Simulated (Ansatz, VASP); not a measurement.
# TiGe4 in VASP and in Ansatz

```
Ti Ge
1.0
     4.91087    0.00000    0.00000
     0.00000    4.91087    0.00000
     0.00000    0.00000    4.91087
Ti Ge
1 4
Direct
  0.00000 0.00000 0.00000
  0.50000 0.00000 0.00000
  0.00000 0.50000 0.00000
  0.00000 0.00000 0.50000
  0.50000 0.50000 0.50000
```

Alike in both runs: functional PBE; k mesh 4 × 4 × 4; occupations gaussian, width 0.1 eV; no spin polarisation.

Ansatz relaxed the structure, and its values are those at the end. VASP's run is a single point on that final structure, the one shown.

```csv
,VASP,Ansatz
version,VASP 6.6.1,Ansatz 0.2.0
potentials or method,"VASP PAW PBE potentials, release 64 (Ti_sv, Ge_d), cutoff 520 eV","scalar-relativistic, plane waves, PAW"
valence electrons in the cell,68,68
```

|  | VASP | Ansatz | Ansatz less VASP |
| --- | --- | --- | --- |
| gap on the k mesh at the Fermi level (eV) | none | none | - |
| pressure (GPa) | 0.0 | 0.0 | +0.07 |

A gap of «none» marks a metal or a gap that the smearing closes. With one functional, cell and mesh, what is left measures potentials, basis and numerics.
